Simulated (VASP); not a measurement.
# Al (I4/mmm) in VASP: further runs

Runs on Al. Level: r2SCAN. Tasks: single point.

All numbers are computed with VASP 6.6.1; they aren't measurements. Logs are shortened: lines on timing, memory, paths and dates and some standing lists are left out, and cuts for length are marked.

### 1 The cell of the first run

The structure is tetragonal, space group I4/mmm (No. 139). The conventional cell has a = 3.226 Å, b = 3.226 Å, c = 3.097 Å, α = 90.00°, β = 90.00°, γ = 90.00°. Al (site symmetry 4/mmm) has 14 Al at 2.76 to 3.23 Å within 3.6 Å.

### 2 Single point, r2SCAN

Input file POSCAR:

```
Al
1.0
   -1.6130189153      1.6130189153      1.5484981587
    1.6130189153     -1.6130189153      1.5484981587
    1.6130189153      1.6130189153     -1.5484981587
Al
1
Direct
    0.0000000000      0.0000000000      0.0000000000
```

Input file INCAR.step1:

```
ALGO = Normal
EDIFF = 1E-4
ENCUT = 520
GGA = PE
ISMEAR = 0
LASPH = T
LCHARG = F
LREAL = F
LWAVE = T
NBANDS = 8
NELM = 80
PREC = Accurate
SIGMA = 0.15
```

Input file INCAR.step2:

```
ALGO = Normal
EDIFF = 1E-7
ENCUT = 520
ISIF = 2
ISMEAR = 0
ISTART = 1
LASPH = T
LCHARG = T
LELF = T
LMIXTAU = T
LREAL = F
LVHAR = T
LWAVE = F
METAGGA = R2SCAN
NBANDS = 8
NELM = 80
PREC = Accurate
SIGMA = 0.15
```

Input file KPOINTS:

```
k-points
0
Gamma
  24 24 24
```

Potentials or basis: VASP PAW PBE potentials, release 64 (Al).

Started as:

```
$ cat potpaw_PBE.64/Al/POTCAR > POTCAR
$ cp INCAR.step1 INCAR
$ mpirun -np 1 vasp_std > vasp.out
$ cp INCAR.step2 INCAR
$ mpirun -np 1 vasp_std > vasp.out
```

OUTCAR:

```text
EDIFF = 1E-7
   ENCUT = 520
   ISIF = 2
   ISMEAR = 0
   ISTART = 1
   LASPH = T
   LREAL = F
   METAGGA = R2SCAN
   NELM = 80
   PREC = Accurate

 ion  position               nearest neighbor table
   1  0.000  0.000  0.000-

  LATTYP: Found a body centered tetragonal cell.
 ALAT       =     3.2260378306
 C/A-ratio  =     0.9600000000

  Lattice vectors:

 A1 = (  -1.6130189153,   1.6130189153,   1.5484981587)
 A2 = (   1.6130189153,  -1.6130189153,   1.5484981587)
 A3 = (   1.6130189153,   1.6130189153,  -1.5484981587)

Analysis of symmetry for initial positions (statically):
=====================================================================
 Subroutine PRICEL returns:
 Original cell was already a primitive cell.

 Routine SETGRP: Setting up the symmetry group for a
 body centered tetragonal supercell.

 Subroutine GETGRP returns: Found 16 space group operations
 (whereof 16 operations were pure point group operations)
 out of a pool of 16 trial point group operations.

The static configuration has the point symmetry D_4h.

Analysis of symmetry for dynamics (positions and initial velocities):
=====================================================================
 Subroutine PRICEL returns:
 Original cell was already a primitive cell.

 Routine SETGRP: Setting up the symmetry group for a
 body centered tetragonal supercell.

 Subroutine GETGRP returns: Found 16 space group operations
 (whereof 16 operations were pure point group operations)
 out of a pool of 16 trial point group operations.

The dynamic configuration has the point symmetry D_4h.

 Subroutine INISYM returns: Found 16 space group operations
 (whereof 16 operations are pure point group operations),
 and found     1 'primitive' translations

----------------------------------------------------------------------------------------

                                     Primitive cell

  volume of cell :      16.1157

  direct lattice vectors                    reciprocal lattice vectors
    -1.613018915  1.613018915  1.548498159     0.000000000  0.309977766  0.322893506
     1.613018915 -1.613018915  1.548498159     0.309977766  0.000000000  0.322893506
     1.613018915  1.613018915 -1.548498159     0.309977766  0.309977766  0.000000000

  length of vectors
     2.757082986  2.757082986  2.757082986     0.447600751  0.447600751  0.438374761

  position of ions in fractional coordinates (direct lattice)
     0.000000000  0.000000000  0.000000000

  ion indices of the primitive-cell ions
   primitive index   ion index
                 1           1

----------------------------------------------------------------------------------------

 KPOINTS: k-points

Automatic generation of k-mesh.
 Grid dimensions read from file:
 generate k-points for:   24   24   24

 Generating k-lattice:

  Cartesian coordinates                     Fractional coordinates (reciprocal lattice)
     0.000000000  0.012915740  0.013453896     0.041666667  0.000000000  0.000000000
     0.012915740  0.000000000  0.013453896     0.000000000  0.041666667  0.000000000
     0.012915740  0.012915740  0.000000000     0.000000000  0.000000000  0.041666667

  Length of vectors
     0.018650031  0.018650031  0.018265615

  Shift w.r.t. Gamma in fractional coordinates (k-lattice)
     0.000000000  0.000000000  0.000000000

 Subroutine IBZKPT returns following result:
 ===========================================

 Found   1063 irreducible k-points:

 Following reciprocal coordinates:
            Coordinates               Weight
  0.000000  0.000000  0.000000      1.000000
  0.041667 -0.000000  0.000000      8.000000
  0.083333 -0.000000  0.000000      8.000000
  0.125000 -0.000000  0.000000      8.000000
  0.166667 -0.000000  0.000000      8.000000
  0.208333 -0.000000  0.000000      8.000000
[... 16 lines left out ...]
  0.416667  0.041667 -0.000000     16.000000
  0.458333  0.041667  0.000000     16.000000
 [... further k-points ...]
   k-points           NKPTS =   1063   k-points in BZ     NKDIM =   1063   number of bands    NBANDS=      8
   number of dos      NEDOS =    301   number of ions     NIONS =      1
   total plane-waves  NPLWV =  13824
   dimension x,y,z NGX =    24 NGY =   24 NGZ =   24
   dimension x,y,z NGXF=    48 NGYF=   48 NGZF=   48
   ions per type =               1
   NGX,Y,Z   is equivalent  to a cutoff of  14.47, 14.47, 14.47 a.u.
   NGXF,Y,Z  is equivalent  to a cutoff of  28.94, 28.94, 28.94 a.u.
 SYSTEM =  unknown system
   PREC   = accura    normal or accurate (medium, high low for compatibility)
   ISTART =      1    job   : 0-new  1-cont  2-samecut
   ICHARG =      0    charge: 1-file 2-atom 10-const
   ISPIN  =      1    spin polarized calculation?
   LNONCOLLINEAR =      F non collinear calculations
   LSORBIT =      F    spin-orbit coupling
   LASPH  =      T    aspherical Exc in radial PAW
   ENCUT  =  520.0 eV  38.22 Ry    6.18 a.u.   5.13  5.13  5.13*2*pi/ulx,y,z
   NELM   =     80;   NELMIN=  2; NELMDL=  0     # of ELM steps
   EDIFF  = 0.1E-06   stopping-criterion for ELM
   LREAL  =      F    real-space projection
   EDIFFG = 0.1E-05   stopping-criterion for IOM
   NSW    =      0    number of steps for IOM
   IBRION =     -1    ionic relax: 0-MD 1-quasi-New 2-CG
   NFREE  =      0    steps in history (QN), initial steepest desc. (CG)
   ISIF   =      2    stress and relaxation
   ISYM   =      2    0-nonsym 1-usesym 2-fastsym
   POTIM  = 0.5000    time-step for ionic-motion
   TEBEG  =    0.0;   TEEND  =   0.0 temperature during run
   PSTRESS=    0.0 pullay stress
   NELECT =       3.0000    total number of electrons
   NUPDOWN=      -1.0000    fix difference up-down
   EMIN   =  10.00;   EMAX   =-10.00  energy-range for DOS
   EFERMI =   0.00;   METHOD = LEGACY
   ISMEAR =     0;   SIGMA  =   0.15  broadening in eV -4-tet -1-fermi 0-gaus
   EFERMI_NEDOS =   21; number of points for ismear=-14 and -15
   IALGO  =     38    algorithm
   IMIX   =      4    mixing-type and parameters
     AMIX     =   0.40;   BMIX     =  1.00
     AMIX_MAG =   1.60;   BMIX_MAG =  1.00
  volume/ion in A,a.u.               =      16.12       108.75
  Fermi-wavevector in a.u.,A,eV,Ry     =   0.934757  1.766435 11.888371  0.873771
  Thomas-Fermi vector in A             =   2.061595
   LORBIT       =      0    0 simple, 1 ext, 2 COOP (PROOUT), +10 PAW based schemes
   METAGGA = R2SCAN    functional components
   LHFCALC =     F    Hartree Fock is set to
   AEXX    =    0.0000 exact exchange contribution
   IVDW    =     0    specifies the selected vdW correction
   LEPSILON=     F    determine dielectric tensor
   LRPA    =     F    only Hartree local field effects (RPA)
 non-spin polarized calculation
 Gauss-broadening in eV      SIGMA  =   0.15
  energy-cutoff  :      520.00
  volume of cell :       16.12
 maximum number of plane-waves:       450
 NGX is ok and might be reduce to    24
   NGX = 11   NGY = 11   NGZ = 11

 number of electron       3.0000000 magnetization

 Free energy of the ion-electron system (eV)
  ---------------------------------------------------
  ext. energy  EPLUGINS =         0.00000000
  ---------------------------------------------------
  free energy    TOTEN  =        -6.62868581 eV

  energy without entropy =       -6.62403701  energy(sigma->0) =       -6.62636141

 E-fermi :   8.2804     XC(G=0): -11.0093

 val. band max:        8.2781844294   @ k =   0.3333   0.0417   0.0417
 cond. band min:       8.2824697351   @ k =  -0.4583   0.2917   0.0000
 fundamental gap:      0.0042853057
 Fermi energy:         8.2803649003

 k-point     1 :       0.0000    0.0000    0.0000
  band No.  band energies     occupation
      1      -3.7485      2.00000
      2      21.7845      0.00000
      3      22.8392      0.00000
      4      22.8392      0.00000
      5      24.3042      0.00000
      6      24.3042      0.00000
      7      24.9128      0.00000
      8      25.0897      0.00000

 k-point     2 :       0.0417   -0.0000    0.0000
  band No.  band energies     occupation
      1      -3.6937      2.00000
      2      21.4788      0.00000
      3      22.1331      0.00000
      4      22.4927      0.00000
      5      23.9238      0.00000
      6      24.7841      0.00000
      7      24.8697      0.00000
      8      25.3568      0.00000

 k-point     3 :       0.0833   -0.0000    0.0000
  band No.  band energies     occupation
      1      -3.5295      2.00000
      2      20.5785      0.00000
      3      20.8283      0.00000
      4      21.7965      0.00000
      5      23.1255      0.00000
      6      24.6775      0.00000
      7      25.3490      0.00000
      8      25.7702      0.00000

 k-point     4 :       0.1250   -0.0000    0.0000
  band No.  band energies     occupation
      1      -3.2563      2.00000
      2      18.7384      0.00000
      3      20.1142      0.00000
      4      21.0053      0.00000
      5      22.3484      0.00000
      6      23.9804      0.00000
      7      25.8423      0.00000
      8      26.4833      0.00000

 k-point     5 :       0.1667   -0.0000    0.0000
  band No.  band energies     occupation
      1      -2.8746      2.00000
      2      16.8419      0.00000
      3      19.4328      0.00000
      4      20.2215      0.00000
      5      21.6220      0.00000
      6      23.3435      0.00000
      7      26.3363      0.00000
      8      26.8833      0.00000
[... 177 lines left out ...]
 k-point    22 :       0.3750    0.0417    0.0000
  band No.  band energies     occupation
      1       1.1657      2.00000
      2       7.4394      2.00000
      3      16.2543      0.00000
      4      17.2856      0.00000
      5      19.4917      0.00000
      6      21.3141      0.00000
      7      28.5413      0.00000
      8      31.7220      0.00000

 k-point    23 :       0.4167    0.0417   -0.0000
  band No.  band energies     occupation
      1       2.2099      2.00000
      2       6.0168      2.00000
      3      16.0158      0.00000
      4      17.1493      0.00000
      5      19.2766      0.00000
      6      21.1677      0.00000
      7      29.2785      0.00000
      8      32.3364      0.00000

 k-point    24 :       0.4583    0.0417    0.0000
  band No.  band energies     occupation
      1       3.2868      2.00000
      2       4.7525      2.00000
      3      15.8758      0.00000
      4      17.1031      0.00000
      5      19.1556      0.00000
      6      21.1105      0.00000
      7      29.9763      0.00000
      8      32.4595      0.00000

 [... further k-points ...]

------------------------ aborting loop because EDIFF is reached ----------------------------------------

  FORCE on cell =-STRESS in cart. coord.  units (eV):
  Direction    XX          YY          ZZ          XY          YZ          ZX
  --------------------------------------------------------------------------------------
  -------------------------------------------------------------------------------------
  Total        0.0595123      0.0595123     -0.0652566      0.0000000     -0.0000000      0.0000000
  in kB        5.9165409      5.9165409     -6.4876215      0.0000000     -0.0000000      0.0000000
  external PRESSURE =       1.7818201 kB  Pullay stress =       0.0000000 kB

 VOLUME and BASIS-vectors are now :
 -----------------------------------------------------------------------------
  energy-cutoff  :      520.00
  volume of cell :       16.12
      direct lattice vectors                 reciprocal lattice vectors
    -1.613018915  1.613018915  1.548498159     0.000000000  0.309977766  0.322893506
     1.613018915 -1.613018915  1.548498159     0.309977766  0.000000000  0.322893506
     1.613018915  1.613018915 -1.548498159     0.309977766  0.309977766  0.000000000

 POSITION                                       TOTAL-FORCE (eV/Angst)
 -----------------------------------------------------------------------------------
      0.00000      0.00000      0.00000         0.000000     -0.000000      0.000000
 -----------------------------------------------------------------------------------
    total drift:                                0.000000      0.000000     -0.000000

  FREE ENERGIE OF THE ION-ELECTRON SYSTEM (eV)
  ---------------------------------------------------
  free  energy   TOTEN  =        -6.6286858056 eV

  energy  without entropy=       -6.6240370110  energy(sigma->0) =       -6.62636141
```

It took 2.5 min on 1 thread of Intel Xeon 6975P-C (Granite Rapids), shared host; peak memory 0.23 GiB.

Results:

* Free energy: -6.6287 eV
* Pressure: 0.2 GPa
* Band gap on the k mesh: zero (an odd number of electrons rules out a gap without spin polarisation)

Caveat: the PAW data sets were made with another functional, which shifts forces and pressure a little.

### 3 Single point, r2SCAN

Input file POSCAR:

```
Al
1.0
   -1.5655493837      1.5655493837      1.6438268529
    1.5655493837     -1.5655493837      1.6438268529
    1.5655493837      1.5655493837     -1.6438268529
Al
1
Direct
    0.0000000000      0.0000000000      0.0000000000
```

Input file INCAR.step1:

```
  PREC = Accurate
  ENCUT = 520
  ISMEAR = 0
  SIGMA = 0.15
  LREAL = False
  LASPH = True
  NELM = 60
  NBANDS = 8
  GGA = PE
  ALGO = Normal
  EDIFF = 1E-4
  LWAVE = True
  LCHARG = False
```

Input file INCAR.step2:

```
  PREC = Accurate
  ENCUT = 520
  EDIFF = 1E-6
  ISMEAR = 0
  SIGMA = 0.15
  LREAL = False
  LASPH = True
  NELM = 60
  ALGO = Normal
  ISIF = 2
  LWAVE = False
  LCHARG = True
  METAGGA = R2SCAN
  LMIXTAU = True
  LELF = True
  LVHAR = True
  NBANDS = 8
  ISTART = 1
```

Input file KPOINTS:

```
Automatic mesh
0
Gamma
  24 24 24
```

Potentials or basis: VASP PAW PBE potentials, release 64 (Al).

Started as:

```
$ cat potpaw_PBE.64/Al/POTCAR > POTCAR
$ cp INCAR.step1 INCAR
$ mpirun -np 1 vasp_std > vasp.out
$ cp INCAR.step2 INCAR
$ mpirun -np 1 vasp_std > vasp.out
```

Run time: 2.3 min. Hardware: 1 thread of Intel Xeon 6975P-C (Granite Rapids), shared host; peak memory 0.23 GiB.

Results (log left out):

```
Free energy            : -6.6306 eV
Pressure               : 0.1 GPa
Band gap on the k mesh : zero (an odd number of electrons rules out a gap without spin polarisation)
```

Stress tensor (GPa, compression positive):
```
-0.66  0.00  0.00
 0.00 -0.66  0.00
 0.00  0.00  1.65
```

Levels at points of the mesh, in eV from the Fermi level:
| k point | band 1 | band 2 | band 3 | band 4 | band 5 |
| --- | --- | --- | --- | --- | --- |
| (0.00, 0.00, 0.00) | -12.03 | 13.81 | 13.81 | 15.02 | 15.95 |
| (0.50, 0.00, 0.00) | -4.89 | -4.18 | 9.12 | 9.37 | 11.24 |
| (0.50, 0.50, 0.00) | -4.62 | -3.72 | 8.03 | 8.37 | 9.98 |
| (0.50, 0.50, 0.50) | 1.09 | 2.50 | 2.55 | 2.55 | 3.23 |

Caveat: the PAW data sets were made with another functional, which shifts forces and pressure a little.
